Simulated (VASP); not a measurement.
# EuS: single point with revPBE+D4+U

EuS:

```xyz
2
Lattice="0.0000 2.9785 2.9785 2.9785 0.0000 2.9785 2.9785 2.9785 0.0000" Properties=species:S:1:pos:R:3 pbc="T T T"
Eu    0.0000    0.0000    0.0000
S     2.9785    2.9785    2.9785
```

```yaml
Program: VASP 6.6.1
Task: single point
Functional: revPBE
Dispersion: D4
Potentials_or_basis: VASP PAW PBE potentials, release 64 (Eu, S)
Cutoff: 600 eV
k_mesh: 8 × 8 × 8
Occupations: fermi-dirac, width 0.1 eV
Spin: collinear spin, ferromagnetic start
Starting_moments: "[4.9, 0.0] μB"
Hubbard_terms: Eu f U = 3.0 eV
```

```
Pressure                                              : -1.9 GPa
Band gap on the k mesh                                : zero (filled and empty bands overlap)
Net moment                                            : 7.00 μB per cell
Site moments                                          : Eu +6.67; S -0.07 μB
Valence electrons inside the program's atomic spheres : Eu 14.85; S 3.77
Dispersion energy per atom                            : -0.431 eV
```

Levels at points of the mesh, in eV from the Fermi level:
Spin up:
```
           k point  band 12  band 13  band 14  band 15  band 16  band 17  band 18  band 19
(0.00, 0.00, 0.00)    -0.59    -0.18    -0.18    -0.18     1.22     1.48     1.48     1.48
(0.50, 0.00, 0.00)    -0.61    -0.61    -0.59    -0.59     3.27     3.64     4.10     4.10
(0.50, 0.50, 0.00)    -0.64    -0.61    -0.45    -0.37    -0.37     3.48     3.63     4.94
```
Spin down:
```csv
k point,band 4,band 5,band 6,band 7,band 8,band 9,band 10,band 11,band 12,band 13
"(0.00, 0.00, 0.00)",-17.36,-13.24,-2.37,-2.37,-2.37,1.81,2.21,2.21,2.21,3.10
"(0.50, 0.00, 0.00)",-17.39,-12.25,-4.87,-3.51,-3.51,3.45,4.42,5.14,5.14,5.98
"(0.50, 0.50, 0.00)",-17.49,-12.91,-3.50,-2.72,-2.72,0.20,4.32,4.34,5.89,6.34
```

Eigenvalues of the final occupation matrices:
| site | spin | trace | eigenvalues |
| --- | --- | --- | --- |
| site 1 f | 1 | 6.76 | 0.96 0.96 0.96 0.97 0.97 0.97 0.97 |
| site 1 f | 2 | 0.01 | 0.00 0.00 0.00 0.00 0.00 0.00 0.00 |

Run time: 2.5 min on 1 thread of Intel(R) Xeon(R) Platinum 8488C (Sapphire Rapids), with other jobs on the host, peak memory 0.29 GiB.

Caveat: the PAW data sets were made with another functional, which shifts forces and pressure a little; spin-orbit coupling is left out, which moves the levels of the heavy elements; a cell with one magnetic atom can't hold antiferromagnetic order, which such compounds often take. The state reached can hang on the start; a lower one may exist.
